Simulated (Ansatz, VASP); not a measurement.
# One calculation of Cd4S, two programs

```xyz
5
Lattice="4.5513 0.0000 0.0000 0.0000 4.5513 0.0000 0.0000 0.0000 7.0331" Properties=species:S:1:pos:R:3 pbc="T T T"
Cd    0.0000    2.2757    3.5165
Cd    2.2757    0.0000    3.5165
Cd    0.0000    0.0000    1.9496
Cd    0.0000    0.0000    5.0835
S     2.2757    2.2757    3.5165
```

Alike in both runs: task relaxation of cell and atoms; functional PBE; k mesh 4 × 4 × 4; occupations gaussian, width 0.1 eV; no spin polarisation.

|  | VASP | Ansatz |
| --- | --- | --- |
| version | VASP 6.6.1 | Ansatz 0.2.0 |
| potentials or method | VASP PAW PBE potentials, release 64 (Cd, S), cutoff 600 eV | scalar-relativistic, plane waves, PAW |
| valence electrons in the cell | 54 | 86 |

VASP gave:

| Item | Value |
| --- | --- |
| gap on the k mesh at the Fermi level, each at its own relaxed structure (eV) | none |
| relaxed volume (Å³/atom) | 33.47 |
| relaxed length of the cell vector where the two differ most in proportion (Å) | 5.728 |

Question: Which values does Ansatz return?

Answer: gap on the k mesh at the Fermi level, each at its own relaxed structure (eV): none; relaxed volume (Å³/atom): 35.33; relaxed length of the cell vector where the two differ most in proportion (Å): 6.240.

A gap of «none» marks a metal or a gap that the smearing closes. One of these differences is far larger than is usual between the two programs; its cause wasn't traced. VASP's potentials hold 54 valence electrons a cell and Ansatz's 86, so a difference there can come from the potentials and not from the codes.
